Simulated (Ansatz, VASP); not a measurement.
## Sb: VASP beside Ansatz

INCAR

```
PREC = Accurate
ENCUT = 520
EDIFF = 1E-6
ISMEAR = -1
SIGMA = 0.05
LREAL = False
LASPH = True
NELM = 80
ALGO = Normal
ISIF = 2
LWAVE = False
LCHARG = False
GGA = PS
NBANDS = 8
```

KPOINTS

```
regular mesh
0
Gamma
  13 13 13
```

The input POSCAR:

```
Sb
1.0
    3.2219765188      0.0000000000      0.0000000000
    0.0000000000      3.2219765188      0.0000000000
    0.0000000000      0.0000000000      3.2219765188
Sb
1
Direct
    0.0000000000      0.0000000000      0.0000000000
```

Input for Ansatz:

```yaml
crystal:
  lattice:
    - [3.2219765188, 0.0, 0.0]
    - [0.0, 3.2219765188, 0.0]
    - [0.0, 0.0, 3.2219765188]
  atoms:
    - { symbol: Sb, position: [0.0, 0.0, 0.0] }
kpoints:
  mp_grid: { grid: [13, 13, 13] }
  band_path:
    path:
      - [0.0, 0.0, 0.0]
      - [0.0, 0.5, 0.0]
      - [0.5, 0.5, 0.0]
      - [0.0, 0.0, 0.0]
      - [0.5, 0.5, 0.5]
      - [0.0, 0.5, 0.0]
      - [0.5, 0.5, 0.5]
      - [0.5, 0.5, 0.0]
    npoints: 5
scf:
  occupations: { method: fermi_dirac, width: 0.05 }
hamiltonian:
  xc: pbesol
  pseudopotentials: { kind: all_electron, lapw: { basis_error: 0.001 } }
output:
  forces: true
  stress: true
  eigenvalues: true
```

Change from the starting cell: volume scaled by 1.06.

Alike in both runs: task single point; functional PBEsol; k mesh 13 × 13 × 13; occupations fermi-dirac, width 0.05 eV; no spin polarisation.

|  | VASP | Ansatz |
| --- | --- | --- |
| version | VASP 6.6.1 | Ansatz 0.2.0 |
| potentials or method | VASP PAW PBE potentials, release 64 (Sb), cutoff 520 eV | all-electron LAPW, scalar-relativistic |

```csv
,VASP,Ansatz,Ansatz less VASP
pressure (GPa),-6.9,-6.9,+0.01
```

VASP's potentials were made for PBE, not for PBEsol. Ansatz ran all-electron here, and VASP with PAW potentials.

Neither program's run includes spin-orbit coupling.
